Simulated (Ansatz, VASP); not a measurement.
# BN in VASP and in Ansatz

File POSCAR:

```
BN
1.0
    0.0000000000      1.8048245560      1.8048245560
    1.8048245560      0.0000000000      1.8048245560
    1.8048245560      1.8048245560      0.0000000000
B N
1 1
Direct
    0.0000000000      0.0000000000      0.0000000000
    0.2500000000      0.2500000000      0.2500000000
```

Contents of INCAR.step1:

```
  PREC = Accurate
  ENCUT = 1460
  ISMEAR = 0
  SIGMA = 0.01
  LREAL = False
  LASPH = True
  NELM = 120
  NBANDS = 11
  GGA = PE
  ALGO = Normal
  EDIFF = 1E-5
  LWAVE = True
  LCHARG = False
  GGA_COMPAT = False
```

File INCAR.step2:

```
  PREC = Accurate
  ENCUT = 1460
  EDIFF = 1E-6
  ISMEAR = 0
  SIGMA = 0.01
  LREAL = False
  LASPH = True
  NELM = 120
  ALGO = Normal
  ISIF = 2
  LWAVE = False
  LCHARG = True
  METAGGA = R2SCAN
  LMIXTAU = True
  LELF = True
  LVHAR = True
  NBANDS = 11
  ISTART = 1
  GGA_COMPAT = False
```

File KPOINTS:

```
regular mesh
0
Gamma
  10 10 10
```

Input for Ansatz:

```yaml
crystal:
  lattice:
    - [0.0, 1.804824556, 1.804824556]
    - [1.804824556, 0.0, 1.804824556]
    - [1.804824556, 1.804824556, 0.0]
  atoms:
    - { symbol: B, position: [0.0, 0.0, 0.0] }
    - { symbol: "N", position: [0.25, 0.25, 0.25] }
kpoints:
  mp_grid: { grid: [10, 10, 10] }
hamiltonian:
  xc: r2scan
scf:
  occupations: { method: fixed }
  n_extra_bands: 4
output:
  forces: true
  stress: true
  eigenvalues: true
```

Alike in both runs: task single point; functional r2SCAN; k mesh 10 × 10 × 10; no spin polarisation.

```csv
,VASP,Ansatz
version,VASP 6.6.1,Ansatz 0.2.0
potentials or method,"VASP PAW PBE potentials, release 64 (B_h, N_h)","plane waves, PAW"
plane-wave cutoff (eV),1460,500
occupations,"gaussian, width 0.01 eV",fixed
valence electrons in the cell,8,8
```

```csv
,VASP,Ansatz,Ansatz less VASP
gap on the k mesh at the Fermi level (eV),5.00,5.00,+0.005
pressure (GPa),-0.4,0.0,+0.46
```

VASP's potentials were made for PBE, not for r2SCAN.
